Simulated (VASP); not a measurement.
Crystal: RePb.

```
Re Pb
1.0
     0.00000    3.64919    3.64919
     3.64919    0.00000    3.64919
     3.64919    3.64919    0.00000
Re Pb
2 2
Direct
  0.50000 0.50000 0.50000
  0.75000 0.75000 0.75000
  0.00000 0.00000 0.00000
  0.25000 0.25000 0.25000
```

```yaml
Program: VASP 6.6.1
Task: relaxation of cell and atoms
Functional: PBE
Potentials_or_basis: VASP PAW PBE potentials, release 64 (Re_sv_GW, Pb_d)
Cutoff: 560 eV
k_mesh: 4 × 4 × 4
Occupations: gaussian, width 0.1 eV
Spin: no spin polarisation
```

At the start: pressure -17.8 GPa; volume 24.30 Å³/atom.

Q: Where does the relaxation end?

A: Over 5 steps the energy falls by 286.8 meV/atom and the volume is 20.01 Å³/atom (-17.7 %); space group Fd-3m (No. 227, to 0.1 Å) before and after.

The path:
```tsv
step	energy change (eV)	largest force (eV/Å)	pressure (GPa)	volume (Å³)
1	0.0000	0.0000	-17.78	97.19
2	1.1379	0.0000	56.21	63.98
3	-1.1432	0.0000	-1.47	80.93
4	-1.1467	0.0000	-0.44	80.35
5	-1.1470	0.0000	0.14	80.03
```

Final structure:
```
Re Pb
1.0
     0.00000    3.42043    3.42043
     3.42043    0.00000    3.42043
     3.42043    3.42043    0.00000
Re Pb
2 2
Cartesian
  3.4204 3.4204 3.4204
  5.1306 5.1306 5.1306
  0.0000 0.0000 0.0000
  1.7102 1.7102 1.7102
```

Caveat: the k points lie up to 0.40 Å⁻¹ apart in the final cell, too coarse for converged energies and pressures of a metal; the volume moved by over 15 % at a fixed basis, so the end points are rough.
